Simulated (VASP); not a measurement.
MgZr2Au2: relaxation of cell and atoms with PBE

Crystal: MgZr2Au2.

```
CELL_PARAMETERS angstrom
-2.01762 2.01762 5.29375
2.01762 -2.01762 5.29375
2.01762 2.01762 -5.29375
ATOMIC_POSITIONS crystal
Mg 0.00000 0.00000 0.00000
Zr 0.25000 0.75000 0.50000
Zr 0.75000 0.25000 0.50000
Au 0.62600 0.62600 0.00000
Au 0.37400 0.37400 0.00000
```

* Program: VASP 6.6.1
* Task: relaxation of cell and atoms
* Functional: PBE
* Potentials or basis: VASP PAW PBE potentials, release 64 (Mg, Zr_sv, Au)
* Cutoff: 600 eV
* k mesh: 6 × 6 × 6
* Occupations: gaussian, width 0.1 eV
* Spin: no spin polarisation
* Dipole correction: no
* Further INCAR settings: ALGO = Normal; EDIFF = 1e-06; IBRION = 2; EDIFFG = -0.04; NSW = 90; ISIF = 3

* Relaxed volume: 22.73 Å³/atom
* Relaxed cell: a = 7.129 Å, b = 7.129 Å, c = 7.129 Å, α = 145.86°, β = 145.86°, γ = 49.06°
* Space group after relaxing (to 0.1 Å): I4/mmm (No. 139)
* Pressure after relaxing: 0.0 GPa
* Band gap on the k mesh: zero (bands 24 and 25 overlap by 1.21 eV)

Forces on the atoms (eV/Å):
```
Mg   0.000  0.000  0.000
Zr   0.000  0.000  0.000
Zr   0.000  0.000  0.000
Au   0.000  0.000  0.003
Au   0.000  0.000 -0.003
```

Final structure:
```
Mg Zr Au
1.0
    -2.09293    2.09293    6.48558
     2.09293   -2.09293    6.48558
     2.09293    2.09293   -6.48558
Mg Zr Au
1 2 2
Cartesian
  0.0000 0.0000 12.9712
  2.0929 0.0000 3.2428
  0.0000 2.0929 3.2428
  0.0000 0.0000 7.7956
  0.0000 0.0000 5.1756
```

Levels at points of the mesh, in eV from the Fermi level:
| k point | band 20 | band 21 | band 22 | band 23 | band 24 | band 25 | band 26 | band 27 | band 28 |
| --- | --- | --- | --- | --- | --- | --- | --- | --- | --- |
| (0.00, 0.00, 0.00) | -4.06 | -3.11 | -1.28 | -0.58 | -0.58 | -0.56 | 1.40 | 3.11 | 3.51 |
| (0.50, 0.00, 0.00) | -3.74 | -3.14 | -1.71 | -0.51 | 0.35 | 0.74 | 1.05 | 1.33 | 1.77 |
| (0.50, 0.50, 0.00) | -3.10 | -2.33 | -0.85 | -0.68 | -0.48 | -0.35 | 0.09 | 0.40 | 0.88 |
| (0.50, 0.50, 0.50) | -4.61 | -2.53 | -1.24 | 0.04 | 0.43 | 0.43 | 2.14 | 2.14 | 3.04 |

Wall time 15 min on 1 thread of Intel(R) Xeon(R) 6975P-C (Granite Rapids) (shared host), peak memory 0.41 GiB.

Caveat: the volume moved by over 15 % at a fixed basis, so the end points are rough; spin-orbit coupling is left out, which moves the levels of the heavy elements.
